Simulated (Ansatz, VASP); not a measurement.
**Two plane-wave programs on LiF**

The input INCAR:

```
PREC = Accurate ; ENCUT = 520
EDIFF = 1E-6 ; ISMEAR = -1
SIGMA = 0.02 ; LREAL = F
LASPH = T ; NELM = 100
ALGO = Normal ; ISIF = 2
LWAVE = F ; LCHARG = F
GGA = PE ; NBANDS = 12
```

File KPOINTS:

```
Automatic mesh
0
Gamma
  10 10 10
```

File POSCAR:

```
LiF
1.0
    2.5162584438     -0.0042776394      0.0000000000
   -0.0042776394      2.5162584438      0.0000000000
    0.0000000000      0.0000000000      2.5162584438
Li F
1 1
Direct
    0.0000000000      0.0000000000      0.0000000000
    0.5000000000      0.5000000000      0.5000000000
```

Input for Ansatz:

```yaml
crystal:
  lattice:
    - [2.5162584438, -0.0042776394, 0.0]
    - [-0.0042776394, 2.5162584438, 0.0]
    - [0.0, 0.0, 2.5162584438]
  atoms:
    - { symbol: Li, position: [0.0, 0.0, 0.0] }
    - { symbol: F, position: [0.5, 0.5, 0.5] }
kpoints:
  mp_grid: { grid: [10, 10, 10] }
  band_path:
    path: [[0.0, 0.0, 0.0], [0.0, 0.5, 0.0], [0.5, 0.5, 0.0], [0.5, 0.5, 0.5]]
    npoints: 1
hamiltonian:
  xc: pbe
scf:
  occupations: { method: fermi_dirac, width: 0.02 }
  n_extra_bands: 4
output:
  forces: true
  stress: true
  eigenvalues: true
```

Change from the starting cell: shear_xy strain -0.3%.

Alike in both runs: task single point; functional PBE; k mesh 10 × 10 × 10; occupations fermi-dirac, width 0.02 eV; no spin polarisation.

|  | VASP | Ansatz |
| --- | --- | --- |
| version | VASP 6.6.1 | Ansatz 0.2.0 |
| potentials or method | VASP PAW PBE potentials, release 64 (Li_sv, F) | plane waves, PAW |
| plane-wave cutoff (eV) | 520 | 420 |
| valence electrons in the cell | 10 | 10 |

|  | VASP | Ansatz | Ansatz less VASP |
| --- | --- | --- | --- |
| gap on the k mesh at the Fermi level (eV) | 7.95 | 7.93 | -0.014 |

With one functional, cell and mesh, what is left measures potentials, basis and numerics.

Noted on VASP's run: the cutoff is short for stress, so the pressure is rough.
